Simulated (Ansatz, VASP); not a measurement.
C in VASP and in Ansatz

The input INCAR:

```
PREC = Accurate
ENCUT = 600
EDIFF = 1E-6
ISMEAR = 0
SIGMA = 0.05
LREAL = False
LASPH = True
NELM = 120
ALGO = Normal
ISIF = 2
LWAVE = False
LCHARG = False
GGA = PE
NBANDS = 11
GGA_COMPAT = False
```

The input KPOINTS:

```
Automatic mesh
0
Gamma
  10 10 10
```

The input POSCAR:

```
C
1.0
    0.0000000000      1.7856546300      1.7856546300
    1.7856546300      0.0000000000      1.7856546300
    1.7856546300      1.7856546300      0.0000000000
C
2
Direct
    0.7500000000      0.7500000000      0.7500000000
    0.5000000000      0.5000000000      0.5000000000
```

Input for Ansatz:

```yaml
crystal:
  lattice:
    - [0.0, 1.78565463, 1.78565463]
    - [1.78565463, 0.0, 1.78565463]
    - [1.78565463, 1.78565463, 0.0]
  atoms:
    - { symbol: C, position: [0.75, 0.75, 0.75] }
    - { symbol: C, position: [0.5, 0.5, 0.5] }
basis:
  ecutwfc: 420
  ecutrho_ratio: 4
kpoints:
  mp_grid: { grid: [10, 10, 10] }
hamiltonian:
  xc: pbe
scf:
  occupations: { method: gaussian, width: 0.05 }
output:
  forces: true
  stress: true
  eigenvalues: true
```

Alike in both runs: task single point; functional PBE; k mesh 10 × 10 × 10; occupations gaussian, width 0.05 eV; no spin polarisation.

|  | VASP | Ansatz |
| --- | --- | --- |
| version | VASP 6.6.1 | Ansatz 0.2.0 |
| potentials or method | VASP PAW PBE potentials, release 64 (C), cutoff 600 eV | scalar-relativistic, plane waves, PAW |
| valence electrons in the cell | 8 | 8 |

VASP gave:

| Quantity | Value |
| --- | --- |
| gap on the k mesh at the Fermi level (eV) | 4.16 |
| least direct gap on the mesh (eV) | 5.58 |
| pressure (GPa) | 0.1 |

**Question.** Estimate Ansatz's values.

**Answer.** gap on the k mesh at the Fermi level (eV): 4.17; least direct gap on the mesh (eV): 5.58; pressure (GPa): 0.1.

The functional is the same, so the differences come from potentials, cutoffs and numerics.
